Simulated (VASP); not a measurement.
# Al2Ru (I4/mmm) in VASP: a series of runs

The runs below take Al2Ru through single point, with PBEsol.

Program: VASP 6.6.1. These are calculated values, not measurements. Logs are shortened: lines on timing, memory, paths and dates and some standing lists are left out, and cuts for length are marked.

## Step 1: The cell of the first run

The structure is tetragonal, space group I4/mmm (No. 139). Conventional cell: a = 2.836 Å, b = 2.836 Å, c = 7.652 Å, α = 90.00°, β = 90.00°, γ = 90.00°. Within 3.1 Å of Al (site symmetry 4mm) lie 5 Ru at 2.35 to 2.61 Å and 9 Al at 2.43 to 2.84 Å. Within 3.1 Å of Ru (site symmetry 4/mmm) lie 10 Al at 2.35 to 2.61 Å and 4 Ru at 2.84 Å.

## Step 2: Single point, PBEsol (10.26 Å³/atom)

INCAR reads:

```
PREC     = Accurate       # precision mode
ENCUT    = 520            # plane-wave cutoff, eV
EDIFF    = 1E-6           # SCF threshold, eV
ISMEAR   = 0              # smearing method
SIGMA    = 0.15           # smearing width, eV
LREAL    = F              # projectors in reciprocal space
LASPH    = T              # aspherical terms in the spheres
NELM     = 80             # most SCF steps
ALGO     = Fast           # electronic algorithm
ISIF     = 2              # what is computed and relaxed
LWAVE    = F              # write WAVECAR
LCHARG   = F              # write CHGCAR
GGA      = PS             # functional
NBANDS   = 17             # bands
```

KPOINTS reads:

```
Automatic mesh
0
Gamma
  20 20 20
```

POSCAR reads:

```
Al2Ru
1.0
   -1.4179163244      1.4179163244      3.8259392556
    1.4179163244     -1.4179163244      3.8259392556
    1.4179163244      1.4179163244     -3.8259392556
Al Ru
2 1
Direct
    0.6590805104      0.6590805104      0.0000000000
    0.3409194896      0.3409194896      0.0000000000
    0.0000000000      0.0000000000      0.0000000000
```

Potentials or basis: VASP PAW PBE potentials, release 64 (Al, Ru_pv).

Command:

```bash
$ cat potpaw_PBE.64/Al/POTCAR potpaw_PBE.64/Ru_pv/POTCAR > POTCAR
$ mpirun -np 1 vasp_std > vasp.out
```

OUTCAR:

```text
PREC = Accurate
   ENCUT = 520
   EDIFF = 1E-6
   ISMEAR = 0
   LREAL = F
   LASPH = T
   NELM = 80
   ISIF = 2
   GGA = PS

 ion  position               nearest neighbor table
   1  0.659  0.659  0.000-   3 2.35   3 2.35   3 2.35   3 2.35   2 2.43   2 2.44   2 2.44   2 2.44
                             2 2.44   3 2.61
   2  0.341  0.341  0.000-   3 2.35   3 2.35   3 2.35   3 2.35   1 2.43   1 2.44   1 2.44   1 2.44
                             1 2.44   3 2.61
   3  0.000  0.000  0.000-   1 2.35   1 2.35   1 2.35   2 2.35   1 2.35   2 2.35   2 2.35   2 2.35
                             1 2.61   2 2.61

  LATTYP: Found a body centered tetragonal cell.
 ALAT       =     2.8358326488
 C/A-ratio  =     2.6982828181

  Lattice vectors:

 A1 = (  -1.4179163244,   1.4179163244,   3.8259392556)
 A2 = (   1.4179163244,  -1.4179163244,   3.8259392556)
 A3 = (   1.4179163244,   1.4179163244,  -3.8259392556)

Analysis of symmetry for initial positions (statically):
=====================================================================
 Subroutine PRICEL returns:
 Original cell was already a primitive cell.

 Routine SETGRP: Setting up the symmetry group for a
 body centered tetragonal supercell.

 Subroutine GETGRP returns: Found 16 space group operations
 (whereof 16 operations were pure point group operations)
 out of a pool of 16 trial point group operations.

The static configuration has the point symmetry D_4h.

Analysis of symmetry for dynamics (positions and initial velocities):
=====================================================================
 Subroutine PRICEL returns:
 Original cell was already a primitive cell.

 Routine SETGRP: Setting up the symmetry group for a
 body centered tetragonal supercell.

 Subroutine GETGRP returns: Found 16 space group operations
 (whereof 16 operations were pure point group operations)
 out of a pool of 16 trial point group operations.

The dynamic configuration has the point symmetry D_4h.

 Subroutine INISYM returns: Found 16 space group operations
 (whereof 16 operations are pure point group operations),
 and found     1 'primitive' translations

----------------------------------------------------------------------------------------

                                     Primitive cell

  volume of cell :      30.7680

  direct lattice vectors                    reciprocal lattice vectors
    -1.417916324  1.417916324  3.825939256     0.000000000  0.352630117  0.130686863
     1.417916324 -1.417916324  3.825939256     0.352630117  0.000000000  0.130686863
     1.417916324  1.417916324 -3.825939256     0.352630117  0.352630117  0.000000000

  length of vectors
     4.319581530  4.319581530  4.319581530     0.376067887  0.376067887  0.498694295

  position of ions in fractional coordinates (direct lattice)
     0.659080510  0.659080510  0.000000000
     0.340919490  0.340919490  0.000000000
     0.000000000  0.000000000  0.000000000

  ion indices of the primitive-cell ions
   primitive index   ion index
                 1           1
                 2           2
                 3           3

----------------------------------------------------------------------------------------

 KPOINTS: Automatic mesh

Automatic generation of k-mesh.
 Grid dimensions read from file:
 generate k-points for:   20   20   20

 Generating k-lattice:

  Cartesian coordinates                     Fractional coordinates (reciprocal lattice)
     0.000000000  0.017631506  0.006534343     0.050000000 -0.000000000  0.000000000
     0.017631506  0.000000000  0.006534343    -0.000000000  0.050000000  0.000000000
     0.017631506  0.017631506  0.000000000     0.000000000  0.000000000  0.050000000

  Length of vectors
     0.018803394  0.018803394  0.024934715

  Shift w.r.t. Gamma in fractional coordinates (k-lattice)
     0.000000000  0.000000000  0.000000000

 Subroutine IBZKPT returns following result:
 ===========================================

 Found    641 irreducible k-points:

 Following reciprocal coordinates:
            Coordinates               Weight
  0.000000  0.000000  0.000000      1.000000
  0.050000 -0.000000  0.000000      8.000000
  0.100000 -0.000000  0.000000      8.000000
  0.150000  0.000000  0.000000      8.000000
  0.200000 -0.000000  0.000000      8.000000
  0.250000  0.000000 -0.000000      8.000000
[... 16 lines left out ...]
 -0.400000  0.050000  0.000000     16.000000
 -0.350000  0.050000  0.000000     16.000000
 [... further k-points ...]
   k-points           NKPTS =    641   k-points in BZ     NKDIM =    641   number of bands    NBANDS=     17
   number of dos      NEDOS =    301   number of ions     NIONS =      3
   total plane-waves  NPLWV =  32768
   dimension x,y,z NGX =    32 NGY =   32 NGZ =   32
   dimension x,y,z NGXF=    64 NGYF=   64 NGZF=   64
   ions per type =               2   1
   NGX,Y,Z   is equivalent  to a cutoff of  12.32, 12.32, 12.32 a.u.
   NGXF,Y,Z  is equivalent  to a cutoff of  24.63, 24.63, 24.63 a.u.
 SYSTEM =  unknown system
   PREC   = accura    normal or accurate (medium, high low for compatibility)
   ISTART =      0    job   : 0-new  1-cont  2-samecut
   ICHARG =      2    charge: 1-file 2-atom 10-const
   ISPIN  =      1    spin polarized calculation?
   LNONCOLLINEAR =      F non collinear calculations
   LSORBIT =      F    spin-orbit coupling
   LASPH  =      T    aspherical Exc in radial PAW
   ENCUT  =  520.0 eV  38.22 Ry    6.18 a.u.   8.03  8.03  8.03*2*pi/ulx,y,z
   NELM   =     80;   NELMIN=  2; NELMDL= -5     # of ELM steps
   EDIFF  = 0.1E-05   stopping-criterion for ELM
   LREAL  =      F    real-space projection
[... 7 lines left out ...]
   TEBEG  =    0.0;   TEEND  =   0.0 temperature during run
   PSTRESS=    0.0 pullay stress
   NELECT =      20.0000    total number of electrons
   NUPDOWN=      -1.0000    fix difference up-down
   EMIN   =  10.00;   EMAX   =-10.00  energy-range for DOS
   EFERMI =   0.00;   METHOD = LEGACY
   ISMEAR =     0;   SIGMA  =   0.15  broadening in eV -4-tet -1-fermi 0-gaus
   EFERMI_NEDOS =   21; number of points for ismear=-14 and -15
   IALGO  =     68    algorithm
   IMIX   =      4    mixing-type and parameters
     AMIX     =   0.40;   BMIX     =  1.00
     AMIX_MAG =   1.60;   BMIX_MAG =  1.00
  volume/ion in A,a.u.               =      10.26        69.21
  Fermi-wavevector in a.u.,A,eV,Ry     =   1.418138  2.679892 27.362875  2.011115
  Thomas-Fermi vector in A             =   2.539295
   LORBIT       =      0    0 simple, 1 ext, 2 COOP (PROOUT), +10 PAW based schemes
   GGA     = PS    functional components
   LHFCALC =     F    Hartree Fock is set to
   AEXX    =    0.0000 exact exchange contribution
   IVDW    =     0    specifies the selected vdW correction
   LEPSILON=     F    determine dielectric tensor
   LRPA    =     F    only Hartree local field effects (RPA)
 non-spin polarized calculation
 RMM-DIIS sequential band-by-band and
 Gauss-broadening in eV      SIGMA  =   0.15
  energy-cutoff  :      520.00
  volume of cell :       30.77
 maximum number of plane-waves:       862
   NGX = 17   NGY = 17   NGZ = 17

 number of electron      20.0000001 magnetization

 Free energy of the ion-electron system (eV)
  ---------------------------------------------------
  ext. energy  EPLUGINS =         0.00000000
  ---------------------------------------------------
  free energy    TOTEN  =       -17.88691551 eV

  energy without entropy =      -17.88415525  energy(sigma->0) =      -17.88553538

 E-fermi :  15.0389     XC(G=0): -13.4539

 val. band max:       15.0164935364   @ k =  -0.4500  -0.4500   0.1500
 cond. band min:      15.0508479922   @ k =  -0.2500   0.1500   0.0500
 fundamental gap:      0.0343544558
 Fermi energy:        15.0388756372

 k-point     1 :       0.0000    0.0000    0.0000
  band No.  band energies     occupation
      1     -27.9623      2.00000
      2     -27.9345      2.00000
      3     -27.9345      2.00000
      4       1.9881      2.00000
      5       7.6553      2.00000
      6       9.2789      2.00000
[... 9 lines left out ...]
     16      23.0092      0.00000
     17      25.1105      0.00000

 k-point     2 :       0.0500   -0.0000    0.0000
  band No.  band energies     occupation
      1     -27.9613      2.00000
      2     -27.9444      2.00000
      3     -27.9336      2.00000
      4       2.0478      2.00000
      5       7.6937      2.00000
      6       9.3095      2.00000
[... 9 lines left out ...]
     16      23.1533      0.00000
     17      25.4924      0.00000

 k-point     3 :       0.1000   -0.0000    0.0000
  band No.  band energies     occupation
      1     -27.9731      2.00000
      2     -27.9584      2.00000
      3     -27.9311      2.00000
      4       2.2252      2.00000
      5       7.8037      2.00000
      6       9.3983      2.00000
[... 9 lines left out ...]
     16      23.5849      0.00000
     17      26.3310      0.00000

 k-point     4 :       0.1500    0.0000    0.0000
  band No.  band energies     occupation
      1     -28.0177      2.00000
      2     -27.9539      2.00000
      3     -27.9272      2.00000
      4       2.5156      2.00000
      5       7.9698      2.00000
      6       9.5321      2.00000
[... 9 lines left out ...]
     16      24.2640      0.00000
     17      27.2393      0.00000
[... 343 lines left out ...]
      1     -28.3189      2.00000
      2     -27.9212      2.00000
      3     -27.9093      2.00000
      4       5.8406      2.00000
      5       7.6481      2.00000
      6       8.9820      2.00000
[... 9 lines left out ...]
     16      26.2430      0.00000
     17      27.8036      0.00000

 k-point    23 :      -0.4000    0.0500    0.0000
  band No.  band energies     occupation
      1     -28.2915      2.00000
      2     -27.9241      2.00000
      3     -27.9119      2.00000
      4       5.2257      2.00000
      5       7.9916      2.00000
      6       9.1578      2.00000
[... 9 lines left out ...]
     16      26.3614      0.00000
     17      27.0573      0.00000

 k-point    24 :      -0.3500    0.0500    0.0000
  band No.  band energies     occupation
      1     -28.2486      2.00000
      2     -27.9285      2.00000
      3     -27.9158      2.00000
      4       4.5714      2.00000
      5       8.3238      2.00000
      6       9.2392      2.00000
[... 9 lines left out ...]
     16      26.3620      0.00000
     17      26.6904      0.00000

 [... further k-points ...]
[... 5 lines left out ...]
  --------------------------------------------------------------------------------------
  -------------------------------------------------------------------------------------
  Total       18.5318870     18.5318870     19.3635580      0.0000000      0.0000000      0.0000000
  in kB      965.0081003    965.0081003   1008.3155785      0.0000000      0.0000000      0.0000000
  external PRESSURE =     979.4439263 kB  Pullay stress =       0.0000000 kB

 VOLUME and BASIS-vectors are now :
 -----------------------------------------------------------------------------
  energy-cutoff  :      520.00
  volume of cell :       30.77
      direct lattice vectors                 reciprocal lattice vectors
    -1.417916324  1.417916324  3.825939256     0.000000000  0.352630117  0.130686863
     1.417916324 -1.417916324  3.825939256     0.352630117  0.000000000  0.130686863
     1.417916324  1.417916324 -3.825939256     0.352630117  0.352630117  0.000000000

 POSITION                                       TOTAL-FORCE (eV/Angst)
 -----------------------------------------------------------------------------------
      0.00000      0.00000      5.04320        -0.000000     -0.000000      1.429666
      0.00000      0.00000      2.60867        -0.000000     -0.000000     -1.429666
      0.00000      0.00000      0.00000         0.000000      0.000000      0.000000
 -----------------------------------------------------------------------------------
    total drift:                               -0.000000      0.000000      0.000000

  FREE ENERGIE OF THE ION-ELECTRON SYSTEM (eV)
  ---------------------------------------------------
  free  energy   TOTEN  =       -17.8869155089 eV

  energy  without entropy=      -17.8841552478  energy(sigma->0) =      -17.88553538
```

Run time: 9.7 min. Hardware: 1 thread of Intel Xeon 8259CL, shared host; peak memory 0.45 GiB.

What came out:

* Free energy: -17.8869 eV
* Pressure: 97.9 GPa
* Largest force: 1.430 eV/Å
* Band gap on the k mesh: zero (bands 10 and 11 overlap by 0.33 eV)

Forces in eV/Å, atoms in the order of the input:
```
Al   0.000  0.000  1.430
Al   0.000  0.000 -1.430
Ru   0.000  0.000  0.000
```

Levels at points of the mesh, in eV from the Fermi level:
| k point | band 8 | band 9 | band 10 | band 11 | band 12 | band 13 |
| --- | --- | --- | --- | --- | --- | --- |
| (0.00, 0.00, 0.00) | -2.78 | -1.94 | -1.30 | 3.67 | 3.95 | 7.37 |
| (0.50, 0.00, 0.00) | -3.67 | -3.25 | -2.11 | 1.14 | 4.53 | 5.35 |
| (0.50, 0.50, 0.00) | -4.22 | -1.04 | -0.31 | 0.67 | 2.45 | 3.03 |
| (0.50, 0.50, 0.50) | -2.21 | -2.21 | -1.25 | 4.01 | 4.01 | 6.60 |

Caveat: the cell stands under pressure; the PAW data sets were made with another functional, which shifts forces and pressure a little.

## Step 3: Single point, PBEsol (11.97 Å³/atom)

This run uses another cell than the first one, of 11.97 Å³/atom.

INCAR reads:

```
PREC = Accurate ; ENCUT = 520
EDIFF = 1E-6 ; ISMEAR = 0
SIGMA = 0.15 ; LREAL = F
LASPH = T ; NELM = 100
ALGO = Fast ; ISIF = 2
LWAVE = F ; LCHARG = F
GGA = PS ; NBANDS = 17
```

KPOINTS reads:

```
regular mesh
0
Gamma
  20 20 20
```

POSCAR reads:

```
Al2Ru
1.0
   -1.4927059525      1.4927059525      4.0277428240
    1.4927059525     -1.4927059525      4.0277428240
    1.4927059525      1.4927059525     -4.0277428240
Al Ru
2 1
Direct
    0.6590805104      0.6590805104      0.0000000000
    0.3409194896      0.3409194896      0.0000000000
    0.0000000000      0.0000000000      0.0000000000
```

Potentials or basis: VASP PAW PBE potentials, release 64 (Al, Ru_pv).

Command:

```bash
$ cat potpaw_PBE.64/Al/POTCAR potpaw_PBE.64/Ru_pv/POTCAR > POTCAR
$ mpirun -np 1 vasp_std > vasp.out
```

It took 15 min on 1 thread of Intel Xeon 8259CL, shared host; peak memory 0.52 GiB.

The run converged. Its results:

| Quantity | Value |
| --- | --- |
| Free energy | -19.8601 eV |
| Pressure | 32.8 GPa |
| Largest force | 0.536 eV/Å |
| Band gap on the k mesh | zero (bands 10 and 11 overlap by 0.20 eV) |

Forces in eV/Å, atoms in the order of the input:
```
Al   0.000  0.000  0.536
Al   0.000  0.000 -0.536
Ru   0.000  0.000  0.000
```

Stress tensor (GPa, compression positive):
```
32.33  0.00  0.00
 0.00 32.33  0.00
 0.00  0.00 33.81
```

Levels at points of the mesh, in eV from the Fermi level:
```tsv
k point	band 7	band 8	band 9	band 10	band 11	band 12	band 13	band 14
(0.00, 0.00, 0.00)	-2.33	-2.33	-1.96	-1.11	2.95	4.40	6.67	6.67
(0.50, 0.00, 0.00)	-3.50	-3.03	-3.00	-1.71	0.81	3.72	5.28	7.53
(0.50, 0.50, 0.00)	-3.88	-3.58	-1.16	-0.38	0.43	2.24	2.34	4.91
(0.50, 0.50, 0.50)	-3.17	-1.83	-1.83	-1.07	3.51	3.51	6.47	7.19
```

Caveat: the cell stands under pressure; the PAW data sets were made with another functional, which shifts forces and pressure a little.

## Step 4: Single point, PBEsol (13.68 Å³/atom)

This run uses another cell than the first one, of 13.68 Å³/atom.

INCAR reads:

```
  ALGO = Fast
  EDIFF = 1E-7
  ENCUT = 520
  GGA = PS
  ISIF = 2
  ISMEAR = 0
  LASPH = T
  LCHARG = F
  LREAL = F
  LWAVE = F
  NBANDS = 17
  NELM = 60
  PREC = Accurate
  SIGMA = 0.15
```

KPOINTS reads:

```
k-points
0
Gamma
  20 20 20
```

POSCAR reads:

```
Al2Ru
1.0
   -1.5606369532      1.5606369532      4.2110398761
    1.5606369532     -1.5606369532      4.2110398761
    1.5606369532      1.5606369532     -4.2110398761
Al Ru
2 1
Direct
    0.6590805104      0.6590805104      0.0000000000
    0.3409194896      0.3409194896      0.0000000000
    0.0000000000      0.0000000000      0.0000000000
```

Command:

```bash
$ cat potpaw_PBE.64/Al/POTCAR potpaw_PBE.64/Ru_pv/POTCAR > POTCAR
$ mpirun -np 1 vasp_std > vasp.out
```

Run time: 21 min. Hardware: 1 thread of Intel Xeon 8259CL, shared host; peak memory 0.56 GiB.

The run converged. Its results:

- Free energy: -20.3303 eV
- Pressure: 0.1 GPa
- Band gap on the k mesh: zero (bands 10 and 11 overlap by 0.16 eV)

Levels at points of the mesh, in eV from the Fermi level:
```csv
k point,band 6,band 7,band 8,band 9,band 10,band 11,band 12,band 13,band 14,band 15
"(0.00, 0.00, 0.00)",-3.83,-1.98,-1.98,-1.93,-0.95,2.45,4.67,6.12,6.12,6.27
"(0.50, 0.00, 0.00)",-4.61,-2.92,-2.73,-2.55,-1.41,0.59,3.09,5.15,7.00,8.49
"(0.50, 0.50, 0.00)",-3.47,-3.41,-3.08,-1.26,-0.33,0.29,1.86,2.05,4.80,5.39
"(0.50, 0.50, 0.50)",-3.99,-2.61,-1.54,-1.54,-0.93,3.16,3.16,6.32,6.55,8.53
```

Caveat: the PAW data sets were made with another functional, which shifts forces and pressure a little.

[end of part 1 of 2]

The gap in the log of VASP goes by the Fermi energy; the results here count the filled bands.